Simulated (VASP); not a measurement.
# SnO2 (P4_2/mnm) in VASP: notebook

Runs on SnO2. Level: r2SCAN. Tasks: relaxation of cell and atoms, single point.

Program: VASP 6.6.1. These are calculated values, not measurements. Logs are shortened: lines on timing, memory, paths and dates and some standing lists are left out, and cuts for length are marked.

### 1 The cell of the first run

The structure is tetragonal, space group P4_2/mnm (No. 136). Conventional cell: a = 4.744 Å, b = 4.744 Å, c = 3.191 Å, α = 90.00°, β = 90.00°, γ = 90.00°. Sn (site symmetry mmm) has 6 O at 2.05 to 2.06 Å within 2.7 Å. Within 2.7 Å of O (site symmetry m2m) lie 3 Sn at 2.05 to 2.06 Å and 1 O at 2.60 Å.

### 2 Relaxation of cell and atoms, r2SCAN, target pressure 1 GPa, at which the enthalpy is minimised

POSCAR reads:

```
SnO2
1.0
    4.7440798994      0.0000000000      0.0000000000
    0.0000000000      4.7440798994      0.0000000000
    0.0000000000      0.0000000000      3.1910990687
Sn O
2 4
Direct
    0.5000000000      0.5000000000      0.5000000000
    0.0000000000      0.0000000000      0.0000000000
    0.1940616415      0.8059383585      0.5000000000
    0.8059383585      0.1940616415      0.5000000000
    0.3059383585      0.3059383585      0.0000000000
    0.6940616415      0.6940616415      0.0000000000
```

INCAR.step1 reads:

```
SYSTEM = SnO2
PREC = Accurate ; ENCUT = 600
ISMEAR = 0 ; SIGMA = 0.02
LREAL = .FALSE. ; LASPH = .TRUE.
NELM = 60 ; GGA = PE
ALGO = Normal ; EDIFF = 1E-4
LWAVE = .TRUE. ; LCHARG = .FALSE.
```

INCAR.step2 reads:

```
SYSTEM = SnO2
PREC = Accurate ; ENCUT = 600
EDIFF = 1E-6 ; ISMEAR = 0
SIGMA = 0.02 ; LREAL = .FALSE.
LASPH = .TRUE. ; NELM = 60
ALGO = Normal ; ISIF = 3
LWAVE = .FALSE. ; LCHARG = .FALSE.
METAGGA = R2SCAN ; LMIXTAU = .TRUE.
IBRION = 2 ; NSW = 70
EDIFFG = -0.008 ; PSTRESS = 10.0
ISTART = 1
```

KPOINTS reads:

```
Automatic mesh
0
G
  6 6 8
  0 0 0
```

Potentials or basis: VASP PAW PBE potentials, release 64 (Sn_d, O).

Launch:

```console
cat potpaw_PBE.64/Sn_d/POTCAR potpaw_PBE.64/O/POTCAR > POTCAR
cp INCAR.step1 INCAR
mpirun -np 1 vasp_std > vasp.out
cp INCAR.step2 INCAR
mpirun -np 1 vasp_std > vasp.out
```

OUTCAR:

```text
SYSTEM = SnO2
   PREC = Accurate
   ENCUT = 600
   EDIFF = 1E-6
   ISMEAR = 0
   LREAL = .FALSE.
   LASPH = .TRUE.
   NELM = 60
   ISIF = 3
   METAGGA = R2SCAN
   IBRION = 2
   NSW = 70
   EDIFFG = -0.008
   PSTRESS = 10.0
   ISTART = 1

 ion  position               nearest neighbor table
   1  0.500  0.500  0.500-   3 2.05   4 2.05   5 2.06   6 2.06   5 2.06   6 2.06   2 3.71   2 3.71
                             2 3.71   2 3.71   2 3.71   2 3.71   2 3.71   2 3.71
   2  0.000  0.000  0.000-   5 2.05   6 2.05   3 2.06   4 2.06   3 2.06   4 2.06   1 3.71   1 3.71
                             1 3.71   1 3.71   1 3.71   1 3.71   1 3.71   1 3.71
   3  0.194  0.806  0.500-   1 2.05   2 2.06   2 2.06
   4  0.806  0.194  0.500-   1 2.05   2 2.06   2 2.06
   5  0.306  0.306  0.000-   2 2.05   1 2.06   1 2.06
   6  0.694  0.694  0.000-   2 2.05   1 2.06   1 2.06

  LATTYP: Found a simple tetragonal cell.
 ALAT       =     4.7440798994
 C/A-ratio  =     0.6726486772

  Lattice vectors:

 A1 = (   4.7440798994,   0.0000000000,   0.0000000000)
 A2 = (   0.0000000000,   4.7440798994,   0.0000000000)
 A3 = (   0.0000000000,   0.0000000000,   3.1910990687)

Analysis of symmetry for initial positions (statically):
=====================================================================
 Subroutine PRICEL returns:
 Original cell was already a primitive cell.

 Routine SETGRP: Setting up the symmetry group for a
 simple tetragonal supercell.

 Subroutine GETGRP returns: Found 16 space group operations
 (whereof  8 operations were pure point group operations)
 out of a pool of 16 trial point group operations.

The static configuration has the point symmetry D_2h.
 The point group associated with its full space group is D_4h.

Analysis of symmetry for dynamics (positions and initial velocities):
=====================================================================
 Subroutine PRICEL returns:
 Original cell was already a primitive cell.

 Routine SETGRP: Setting up the symmetry group for a
 simple tetragonal supercell.

 Subroutine GETGRP returns: Found 16 space group operations
 (whereof  8 operations were pure point group operations)
 out of a pool of 16 trial point group operations.

The dynamic configuration has the point symmetry D_2h.
 The point group associated with its full space group is D_4h.

 Subroutine INISYM returns: Found 16 space group operations
 (whereof  8 operations are pure point group operations),
 and found     1 'primitive' translations

----------------------------------------------------------------------------------------

                                     Primitive cell

  volume of cell :      71.8198

  direct lattice vectors                    reciprocal lattice vectors
     4.744079899  0.000000000  0.000000000     0.210789030  0.000000000  0.000000000
     0.000000000  4.744079899  0.000000000     0.000000000  0.210789030  0.000000000
     0.000000000  0.000000000  3.191099069     0.000000000  0.000000000  0.313371656

  length of vectors
     4.744079899  4.744079899  3.191099069     0.210789030  0.210789030  0.313371656

  position of ions in fractional coordinates (direct lattice)
     0.500000000  0.500000000  0.500000000
     0.000000000  0.000000000  0.000000000
     0.194061641  0.805938359  0.500000000
     0.805938359  0.194061641  0.500000000
     0.305938359  0.305938359  0.000000000
     0.694061641  0.694061641  0.000000000

  ion indices of the primitive-cell ions
   primitive index   ion index
                 1           1
                 2           2
                 3           3
                 4           4
                 5           5
                 6           6

----------------------------------------------------------------------------------------

 KPOINTS: Automatic mesh

Automatic generation of k-mesh.
 Grid dimensions read from file:
 generate k-points for:    6    6    8

 Generating k-lattice:

  Cartesian coordinates                     Fractional coordinates (reciprocal lattice)
[... 45 lines left out ...]
   ISYM   =      2    0-nonsym 1-usesym 2-fastsym
   POTIM  = 0.5000    time-step for ionic-motion
   TEBEG  =    0.0;   TEEND  =   0.0 temperature during run
   PSTRESS=   10.0 pullay stress
   NELECT =      52.0000    total number of electrons
   NUPDOWN=      -1.0000    fix difference up-down
   EMIN   =  10.00;   EMAX   =-10.00  energy-range for DOS
   EFERMI =   0.00;   METHOD = LEGACY
   ISMEAR =     0;   SIGMA  =   0.02  broadening in eV -4-tet -1-fermi 0-gaus
   EFERMI_NEDOS =   21; number of points for ismear=-14 and -15
   IALGO  =     38    algorithm
   IMIX   =      4    mixing-type and parameters
     AMIX     =   0.40;   BMIX     =  1.00
     AMIX_MAG =   1.60;   BMIX_MAG =  1.00
  volume/ion in A,a.u.               =      11.97        80.78
  Fermi-wavevector in a.u.,A,eV,Ry     =   1.470036  2.777964 29.402254  2.161005
  Thomas-Fermi vector in A             =   2.585341
   LORBIT       =      0    0 simple, 1 ext, 2 COOP (PROOUT), +10 PAW based schemes
   METAGGA = R2SCAN    functional components
   LHFCALC =     F    Hartree Fock is set to
   AEXX    =    0.0000 exact exchange contribution
   IVDW    =     0    specifies the selected vdW correction
   LEPSILON=     F    determine dielectric tensor
   LRPA    =     F    only Hartree local field effects (RPA)
 conjugate gradient relaxation of ions
 non-spin polarized calculation
 Gauss-broadening in eV      SIGMA  =   0.02
  energy-cutoff  :      600.00
  volume of cell :       71.82
 maximum number of plane-waves:      2432
 NGX is ok and might be reduce to    40
   NGX = 19   NGY = 19   NGZ = 13

--------------------------------------- Ionic step        1  -------------------------------------------

 number of electron      52.0000002 magnetization

 Free energy of the ion-electron system (eV)
  ---------------------------------------------------
  ext. energy  EPLUGINS =         0.00000000
  ---------------------------------------------------
  free energy    TOTEN  =       -84.63370611 eV

  energy without entropy =      -84.63370611  energy(sigma->0) =      -84.63370611

------------------------ aborting loop because EDIFF is reached ----------------------------------------

  FORCE on cell =-STRESS in cart. coord.  units (eV):
  Direction    XX          YY          ZZ          XY          YZ          ZX
  --------------------------------------------------------------------------------------
  -------------------------------------------------------------------------------------
  Total        1.2324612      1.2324612      1.7033950      0.0000000      0.0000000      0.0000000
  in kB       27.4941041     27.4941041     37.9998307      0.0000000      0.0000000      0.0000000
  external PRESSURE =      20.9960130 kB  Pullay stress =      10.0000000 kB
[... 69 lines left out ...]
  enthalpy is  TOTEN    =       -84.1796184354 eV   P V=        0.4585155394

--------------------------------------- Ionic step        3  -------------------------------------------

 number of electron      52.0000005 magnetization

 Free energy of the ion-electron system (eV)
  ---------------------------------------------------
  ext. energy  EPLUGINS =         0.00000000
  ---------------------------------------------------
  free energy    TOTEN  =       -84.64244469 eV

  energy without entropy =      -84.64244469  energy(sigma->0) =      -84.64244469

 E-fermi :   5.7408     XC(G=0): -11.9733

 val. band max:        5.5641227839   @ k =   0.0000   0.0000   0.0000
 cond. band min:       7.3582924354   @ k =   0.0000   0.0000   0.0000
 fundamental gap:      1.7941696515
 Fermi energy:         5.7408188871

 k-point     1 :       0.0000    0.0000    0.0000
  band No.  band energies     occupation
      1     -16.1733      2.00000
      2     -15.2514      2.00000
      3     -14.9582      2.00000
      4     -14.9582      2.00000
      5     -14.9367      2.00000
      6     -14.9041      2.00000
[... 805 lines left out ...]
     30      15.0930      0.00000
     31      15.9510      0.00000

 [... further k-points ...]
[... 5 lines left out ...]
  --------------------------------------------------------------------------------------
  -------------------------------------------------------------------------------------
  Total        0.4257408      0.4257408      0.4512281      0.0000000      0.0000000      0.0000000
  in kB        9.4119065      9.4119065      9.9753559      0.0000000      0.0000000      0.0000000
  external PRESSURE =      -0.4002770 kB  Pullay stress =      10.0000000 kB
[... 21 lines left out ...]
  FREE ENERGIE OF THE ION-ELECTRON SYSTEM (eV)
  ---------------------------------------------------
  free  energy   TOTEN  =       -84.6424446913 eV

  energy  without entropy=      -84.6424446913  energy(sigma->0) =      -84.64244469

  enthalpy is  TOTEN    =       -84.1901018700 eV   P V=        0.4523428213

 reached required accuracy - stopping structural energy minimisation
```

It took 14 min on 1 thread of AMD EPYC 9R45 (Zen 5), shared host; peak memory 0.27 GiB.

Results:

```
Free energy                                                : -84.6424 eV
Relaxed volume                                             : 12.08 Å³/atom
Relaxed cell                                               : a = 4.756 Å, b = 4.756 Å, c = 3.204 Å, α = 90.00°, β = 90.00°, γ = 90.00°
Space group after relaxing (to 0.1 Å)                      : P4_2/mnm (No. 136)
Energy change on relaxing (the run minimises the enthalpy) : -1.5 meV/atom
Ionic steps                                                : 3
Pressure after relaxing                                    : 1.0 GPa
Band gap on the k mesh                                     : 1.79 eV
```

Forces in eV/Å, atoms in the order of the input:
```
Sn   0.000  0.000  0.000
Sn   0.000  0.000  0.000
O   -0.002  0.002  0.000
O    0.002 -0.002  0.000
O    0.002  0.002  0.000
O   -0.002 -0.002  0.000
```

The path:
```tsv
step	energy change (eV)	largest force (eV/Å)	pressure (GPa)	volume (Å³)
1	0.0000	0.0671	3.10	71.82
2	-0.0044	0.0995	-2.09	73.46
3	-0.0087	0.0029	0.96	72.47
```

Final structure:
```cif
data_structure
_symmetry_space_group_name_H-M 'P 1'
_symmetry_Int_Tables_number 1
_cell_length_a 4.7560
_cell_length_b 4.7560
_cell_length_c 3.2040
_cell_angle_alpha 90.000
_cell_angle_beta 90.000
_cell_angle_gamma 90.000
_cell_volume 72.47
loop_
_atom_site_label
_atom_site_type_symbol
_atom_site_fract_x
_atom_site_fract_y
_atom_site_fract_z
_atom_site_occupancy
Sn1 Sn 0.50000 0.50000 0.50000 1
Sn2 Sn 0.00000 0.00000 0.00000 1
O1 O 0.19426 0.80574 0.50000 1
O2 O 0.80574 0.19426 0.50000 1
O3 O 0.30574 0.30574 0.00000 1
O4 O 0.69426 0.69426 0.00000 1
```

Levels at points of the mesh, in eV from the valence-band top:
| k point | band 22 | band 23 | band 24 | band 25 | band 26 | band 27 | band 28 | band 29 | band 30 | band 31 |
| --- | --- | --- | --- | --- | --- | --- | --- | --- | --- | --- |
| (0.00, 0.00, 0.00) | -1.22 | -1.22 | -0.78 | -0.78 | 0.00 | 1.79 | 6.81 | 7.04 | 7.04 | 11.11 |
| (0.50, 0.00, 0.00) | -1.97 | -1.17 | -1.17 | -0.62 | -0.62 | 5.01 | 5.01 | 7.80 | 7.80 | 11.91 |
| (0.50, 0.50, 0.00) | -1.97 | -1.30 | -1.30 | -0.92 | -0.92 | 5.45 | 5.45 | 8.22 | 8.22 | 11.95 |
| (0.00, 0.00, 0.50) | -2.60 | -1.67 | -1.67 | -1.27 | -1.27 | 6.87 | 6.87 | 10.54 | 10.54 | 11.54 |
| (0.50, 0.00, 0.50) | -1.73 | -1.11 | -1.11 | -0.68 | -0.68 | 7.15 | 7.15 | 8.87 | 8.87 | 11.92 |
| (0.50, 0.50, 0.50) | -2.34 | -0.95 | -0.95 | -0.85 | -0.85 | 5.52 | 5.52 | 9.66 | 9.66 | 11.90 |

Caveat: the cell is relaxed towards a set pressure, so the run minimises the enthalpy, not the energy; the PAW data sets were made with another functional, which shifts forces and pressure a little; spin-orbit coupling is left out, which moves the levels of the heavy elements.

(Continued in part 2 of 2.)
